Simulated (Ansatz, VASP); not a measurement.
**GaSb: VASP beside Ansatz**

File INCAR:

```
SYSTEM = GaSb
  PREC = Accurate
  ENCUT = 520
  EDIFF = 1E-6
  ISMEAR = 0
  SIGMA = 0.1
  LREAL = .FALSE.
  LASPH = .TRUE.
  NELM = 60
  ALGO = Normal
  ISIF = 2
  LWAVE = .FALSE.
  LCHARG = .FALSE.
  GGA = PE
  NBANDS = 16
```

File KPOINTS:

```
regular mesh
0
G
  12 12 12
  0 0 0
```

File POSCAR:

```
GaSb
1.0
    0.0000000000      2.8255766135      2.8255766135
    2.8255766135      0.0000000000      2.8255766135
    2.8255766135      2.8255766135      0.0000000000
Ga Sb
1 1
Direct
    0.0000000000      0.0000000000      0.0000000000
    0.7500000000      0.7500000000      0.7500000000
```

Input for Ansatz:

```yaml
crystal:
  lattice:
    - [0.0, 2.8255766135, 2.8255766135]
    - [2.8255766135, 0.0, 2.8255766135]
    - [2.8255766135, 2.8255766135, 0.0]
  atoms:
    - { symbol: Ga, position: [0.0, 0.0, 0.0] }
    - { symbol: Sb, position: [0.75, 0.75, 0.75] }
basis:
  ecutwfc: 420
kpoints:
  mp_grid: { grid: [12, 12, 12] }
  band_path: { path: [VBM, CBM], npoints: 2 }
hamiltonian:
  xc: pbe
scf:
  occupations: { method: gaussian, width: 0.1 }
output:
  forces: true
  stress: true
  eigenvalues: true
checkpoint:
  read: start.run
  write: ck
  compress: false
  write_wavefunctions: false
  write_every: 100000
```

Alike in both runs: task single point; functional PBE; k mesh 12 × 12 × 12; occupations gaussian, width 0.1 eV; no spin polarisation.

|  | VASP | Ansatz |
| --- | --- | --- |
| version | VASP 6.6.1 | Ansatz 0.2.0 |
| potentials or method | VASP PAW PBE potentials, release 64 (Ga_d, Sb), cutoff 520 eV | scalar-relativistic, plane waves, PAW |
| valence electrons in the cell | 18 | 28 |

```csv
,VASP,Ansatz,Ansatz less VASP
gap on the k mesh at the Fermi level (eV),0.41,0.43,+0.020
least direct gap on the mesh (eV),1.88,1.87,-0.011
pressure (GPa),25.1,25.0,-0.14
```

VASP's potentials hold 18 valence electrons a cell and Ansatz's 28, so a difference there can come from the potentials and not from the codes.

Neither program's run includes spin-orbit coupling.
